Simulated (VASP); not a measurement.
# Pd (I4/mmm) in VASP: single point with LDA

Aim: the single point of Pd with LDA.

Everything below comes from runs of VASP 6.6.1. Logs are shortened: lines on timing, memory, paths and dates and some standing lists are left out, and cuts for length are marked.

## (1) The cell of the first run

It takes space group I4/mmm (No. 139, tetragonal). Conventional cell: a = 2.751 Å, b = 2.751 Å, c = 3.579 Å, α = 90.00°, β = 90.00°, γ = 90.00°. Pd (site symmetry 4/mmm) has 14 Pd at 2.64 to 3.58 Å within 3.6 Å.

## (2) Single point, LDA

The input, INCAR:

```
PREC = Accurate ; ENCUT = 500
EDIFF = 1E-6 ; ISMEAR = 0
SIGMA = 0.15 ; LREAL = F
LASPH = T ; NELM = 120
ALGO = Normal ; ISIF = 2
LWAVE = F ; LCHARG = F
NBANDS = 11 ; GGA_COMPAT = F
```

The input, KPOINTS:

```
Automatic mesh
0
Gamma
  25 25 25
```

The input, POSCAR:

```
Pd
1.0
    0.0000000000      1.9449000000      1.7893080000
    1.9449000000      0.0000000000      1.7893080000
    1.9449000000      1.9449000000      0.0000000000
Pd
1
Direct
    0.0000000000      0.0000000000      0.0000000000
```

Potentials or basis: VASP PAW LDA potentials, release 64 (Pd).

On the command line:

```sh
cat potpaw_LDA.64/Pd/POTCAR > POTCAR
mpirun -np 1 vasp_std > vasp.out
```

OUTCAR:

```text
PREC = Accurate
   ENCUT = 500
   EDIFF = 1E-6
   ISMEAR = 0
   LREAL = F
   LASPH = T
   NELM = 120
   ISIF = 2

 ion  position               nearest neighbor table
   1  0.000  0.000  0.000-

  LATTYP: Found a body centered tetragonal cell.
 ALAT       =     2.7505039575
 C/A-ratio  =     1.3010764774

  Lattice vectors:

 A1 = (   0.0000000000,  -1.9449000000,  -1.7893080000)
 A2 = (   0.0000000000,   1.9449000000,  -1.7893080000)
 A3 = (   1.9449000000,   0.0000000000,   1.7893080000)

Analysis of symmetry for initial positions (statically):
=====================================================================
 Subroutine PRICEL returns:
 Original cell was already a primitive cell.

 Routine SETGRP: Setting up the symmetry group for a
 body centered tetragonal supercell.

 Subroutine GETGRP returns: Found 16 space group operations
 (whereof 16 operations were pure point group operations)
 out of a pool of 16 trial point group operations.

The static configuration has the point symmetry D_4h.

Analysis of symmetry for dynamics (positions and initial velocities):
=====================================================================
 Subroutine PRICEL returns:
 Original cell was already a primitive cell.

 Routine SETGRP: Setting up the symmetry group for a
 body centered tetragonal supercell.

 Subroutine GETGRP returns: Found 16 space group operations
 (whereof 16 operations were pure point group operations)
 out of a pool of 16 trial point group operations.

The dynamic configuration has the point symmetry D_4h.

 Subroutine INISYM returns: Found 16 space group operations
 (whereof 16 operations are pure point group operations),
 and found     1 'primitive' translations

----------------------------------------------------------------------------------------

                                     Primitive cell

  volume of cell :      13.5366

  direct lattice vectors                    reciprocal lattice vectors
     0.000000000  1.944900000  1.789308000    -0.257082626  0.257082626  0.279437637
     1.944900000  0.000000000  1.789308000     0.257082626 -0.257082626  0.279437637
     1.944900000  1.944900000  0.000000000     0.257082626  0.257082626 -0.279437637

  length of vectors
     2.642774892  2.642774892  2.750503957     0.458550266  0.458550266  0.458550266

  position of ions in fractional coordinates (direct lattice)
     0.000000000  0.000000000  0.000000000

  ion indices of the primitive-cell ions
   primitive index   ion index
                 1           1

----------------------------------------------------------------------------------------

 KPOINTS: Automatic mesh

Automatic generation of k-mesh.
 Grid dimensions read from file:
 generate k-points for:   25   25   25

 Generating k-lattice:

  Cartesian coordinates                     Fractional coordinates (reciprocal lattice)
    -0.010283305  0.010283305  0.011177505     0.040000000  0.000000000  0.000000000
     0.010283305 -0.010283305  0.011177505     0.000000000  0.040000000  0.000000000
     0.010283305  0.010283305 -0.011177505    -0.000000000 -0.000000000  0.040000000

  Length of vectors
     0.018342011  0.018342011  0.018342011

  Shift w.r.t. Gamma in fractional coordinates (k-lattice)
     0.000000000  0.000000000  0.000000000

 Subroutine IBZKPT returns following result:
 ===========================================

 Found   1183 irreducible k-points:

 Following reciprocal coordinates:
            Coordinates               Weight
  0.000000  0.000000  0.000000      1.000000
  0.040000  0.000000  0.000000      8.000000
  0.080000  0.000000  0.000000      8.000000
  0.120000  0.000000  0.000000      8.000000
  0.160000  0.000000  0.000000      8.000000
  0.200000 -0.000000  0.000000      8.000000
[... 16 lines left out ...]
  0.400000  0.040000  0.000000      8.000000
  0.440000  0.040000  0.000000      8.000000
 [... further k-points ...]
   k-points           NKPTS =   1183   k-points in BZ     NKDIM =   1183   number of bands    NBANDS=     11
   number of dos      NEDOS =    301   number of ions     NIONS =      1
   total plane-waves  NPLWV =   8000
   dimension x,y,z NGX =    20 NGY =   20 NGZ =   20
   dimension x,y,z NGXF=    40 NGYF=   40 NGZF=   40
   ions per type =               1
   NGX,Y,Z   is equivalent  to a cutoff of  12.58, 12.58, 12.09 a.u.
   NGXF,Y,Z  is equivalent  to a cutoff of  25.16, 25.16, 24.18 a.u.
 SYSTEM =  unknown system
   PREC   = accura    normal or accurate (medium, high low for compatibility)
   ISTART =      0    job   : 0-new  1-cont  2-samecut
   ICHARG =      2    charge: 1-file 2-atom 10-const
   ISPIN  =      1    spin polarized calculation?
   LNONCOLLINEAR =      F non collinear calculations
   LSORBIT =      F    spin-orbit coupling
   LASPH  =      T    aspherical Exc in radial PAW
   ENCUT  =  500.0 eV  36.75 Ry    6.06 a.u.   4.82  4.82  5.01*2*pi/ulx,y,z
   NELM   =    120;   NELMIN=  2; NELMDL= -5     # of ELM steps
   EDIFF  = 0.1E-05   stopping-criterion for ELM
   LREAL  =      F    real-space projection
   EDIFFG = 0.1E-04   stopping-criterion for IOM
   NSW    =      0    number of steps for IOM
   IBRION =     -1    ionic relax: 0-MD 1-quasi-New 2-CG
   NFREE  =      0    steps in history (QN), initial steepest desc. (CG)
   ISIF   =      2    stress and relaxation
   ISYM   =      2    0-nonsym 1-usesym 2-fastsym
   POTIM  = 0.5000    time-step for ionic-motion
   TEBEG  =    0.0;   TEEND  =   0.0 temperature during run
   PSTRESS=    0.0 pullay stress
   NELECT =      10.0000    total number of electrons
   NUPDOWN=      -1.0000    fix difference up-down
   EMIN   =  10.00;   EMAX   =-10.00  energy-range for DOS
   EFERMI =   0.00;   METHOD = LEGACY
   ISMEAR =     0;   SIGMA  =   0.15  broadening in eV -4-tet -1-fermi 0-gaus
   EFERMI_NEDOS =   21; number of points for ismear=-14 and -15
   IALGO  =     38    algorithm
   IMIX   =      4    mixing-type and parameters
     AMIX     =   0.40;   BMIX     =  1.00
     AMIX_MAG =   1.60;   BMIX_MAG =  1.00
  volume/ion in A,a.u.               =      13.54        91.35
  Fermi-wavevector in a.u.,A,eV,Ry     =   1.479920  2.796644 29.798985  2.190164
  Thomas-Fermi vector in A             =   2.594018
   LORBIT       =      0    0 simple, 1 ext, 2 COOP (PROOUT), +10 PAW based schemes
   GGA     = CA    functional components
   LHFCALC =     F    Hartree Fock is set to
   AEXX    =    0.0000 exact exchange contribution
   IVDW    =     0    specifies the selected vdW correction
   LEPSILON=     F    determine dielectric tensor
   LRPA    =     F    only Hartree local field effects (RPA)
 non-spin polarized calculation
 Gauss-broadening in eV      SIGMA  =   0.15
  energy-cutoff  :      500.00
  volume of cell :       13.54
 maximum number of plane-waves:       357
   NGX =  9   NGY =  9   NGZ =  9

 number of electron      10.0000000 magnetization

 Free energy of the ion-electron system (eV)
  ---------------------------------------------------
  ext. energy  EPLUGINS =         0.00000000
  ---------------------------------------------------
  free energy    TOTEN  =        -6.47194329 eV

  energy without entropy =       -6.44937504  energy(sigma->0) =       -6.46065916

 E-fermi :  11.1401     XC(G=0): -14.0471

 val. band max:       11.1397735957   @ k =  -0.4400   0.1600   0.0800
 cond. band min:      11.1418919688   @ k =  -0.3600   0.3600   0.1600
 fundamental gap:      0.0021183731
 Fermi energy:        11.1400636790

 k-point     1 :       0.0000    0.0000    0.0000
  band No.  band energies     occupation
      1       3.2142      2.00000
      2       7.6060      2.00000
      3       7.6060      2.00000
      4       8.4416      2.00000
      5       9.2510      2.00000
      6      10.1381      2.00000
      7      28.3882      0.00000
      8      32.7134      0.00000
      9      32.7134      0.00000
     10      35.1477      0.00000
     11      36.5965      0.00000

 k-point     2 :       0.0400    0.0000    0.0000
  band No.  band energies     occupation
      1       3.2777      2.00000
      2       7.6029      2.00000
      3       7.6294      2.00000
      4       8.4417      2.00000
      5       9.2452      2.00000
      6      10.1206      2.00000
      7      28.4666      0.00000
      8      32.5257      0.00000
      9      32.7964      0.00000
     10      34.9664      0.00000
     11      36.6083      0.00000

 k-point     3 :       0.0800    0.0000    0.0000
  band No.  band energies     occupation
      1       3.4645      2.00000
      2       7.5887      2.00000
      3       7.6928      2.00000
      4       8.4494      2.00000
      5       9.2348      2.00000
      6      10.0728      2.00000
      7      28.6828      0.00000
      8      31.8885      0.00000
      9      33.0412      0.00000
     10      34.8220      0.00000
     11      36.6203      0.00000

 k-point     4 :       0.1200    0.0000    0.0000
  band No.  band energies     occupation
      1       3.7618      2.00000
      2       7.5588      2.00000
      3       7.7758      2.00000
      4       8.4791      2.00000
      5       9.2423      2.00000
      6      10.0087      2.00000
      7      28.9658      0.00000
      8      30.8881      0.00000
      9      33.4339      0.00000
     10      34.9935      0.00000
     11      36.6235      0.00000
[... 239 lines left out ...]
 k-point    22 :       0.3600    0.0400    0.0000
  band No.  band energies     occupation
      1       5.2638      2.00000
      2       7.6235      2.00000
      3       8.4195      2.00000
      4       9.1204      2.00000
      5      10.5938      2.00000
      6      10.7425      1.99982
      7      22.7694      0.00000
      8      28.4798      0.00000
      9      33.1590      0.00000
     10      35.8692      0.00000
     11      36.6248      0.00000

 k-point    23 :       0.4000    0.0400    0.0000
  band No.  band energies     occupation
      1       5.2137      2.00000
      2       7.5365      2.00000
      3       8.3360      2.00000
      4       9.7351      2.00000
      5      11.0264      1.71633
      6      11.0995      1.29782
      7      21.3796      0.00000
      8      28.0870      0.00000
      9      32.5501      0.00000
     10      35.0507      0.00000
     11      36.6142      0.00000

 k-point    24 :       0.4400    0.0400    0.0000
  band No.  band energies     occupation
      1       5.1595      2.00000
      2       7.4688      2.00000
      3       8.2665      2.00000
      4      10.1768      2.00000
      5      11.2336      0.37784
      6      11.7126      0.00000
      7      20.1819      0.00000
      8      27.7971      0.00000
      9      32.1077      0.00000
     10      34.3872      0.00000
     11      36.6130      0.00000

 [... further k-points ...]

------------------------ aborting loop because EDIFF is reached ----------------------------------------

  FORCE on cell =-STRESS in cart. coord.  units (eV):
  Direction    XX          YY          ZZ          XY          YZ          ZX
  --------------------------------------------------------------------------------------
  -------------------------------------------------------------------------------------
  Total        0.9122119      0.9122119      1.2566675      0.0000000     -0.0000000      0.0000000
  in kB      107.9684013    107.9684013    148.7377864      0.0000000     -0.0000000      0.0000000
  external PRESSURE =     121.5581963 kB  Pullay stress =       0.0000000 kB

 VOLUME and BASIS-vectors are now :
 -----------------------------------------------------------------------------
  energy-cutoff  :      500.00
  volume of cell :       13.54
      direct lattice vectors                 reciprocal lattice vectors
     0.000000000  1.944900000  1.789308000    -0.257082626  0.257082626  0.279437637
     1.944900000  0.000000000  1.789308000     0.257082626 -0.257082626  0.279437637
     1.944900000  1.944900000  0.000000000     0.257082626  0.257082626 -0.279437637

 POSITION                                       TOTAL-FORCE (eV/Angst)
 -----------------------------------------------------------------------------------
      0.00000      0.00000      0.00000        -0.000000      0.000000      0.000000
 -----------------------------------------------------------------------------------
    total drift:                                0.000000     -0.000000      0.000000

  FREE ENERGIE OF THE ION-ELECTRON SYSTEM (eV)
  ---------------------------------------------------
  free  energy   TOTEN  =        -6.4719432869 eV

  energy  without entropy=       -6.4493750412  energy(sigma->0) =       -6.46065916
```

Wall time 79 s (1 thread of Intel Xeon Platinum 8488C (Sapphire Rapids), shared host); peak memory 0.27 GiB.

Results:

| Property | Result |
| --- | --- |
| Free energy | -6.4719 eV |
| Pressure | 12.2 GPa |
| Band gap on the k mesh | zero (bands 5 and 6 overlap by 2.08 eV) |

Levels at points of the mesh, in eV from the Fermi level:
| k point | band 1 | band 2 | band 3 | band 4 | band 5 | band 6 | band 7 | band 8 | band 9 | band 10 |
| --- | --- | --- | --- | --- | --- | --- | --- | --- | --- | --- |
| (0.00, 0.00, 0.00) | -7.93 | -3.53 | -3.53 | -2.70 | -1.89 | -1.00 | 17.25 | 21.57 | 21.57 | 24.01 |

Caveat: the cell stands under pressure.
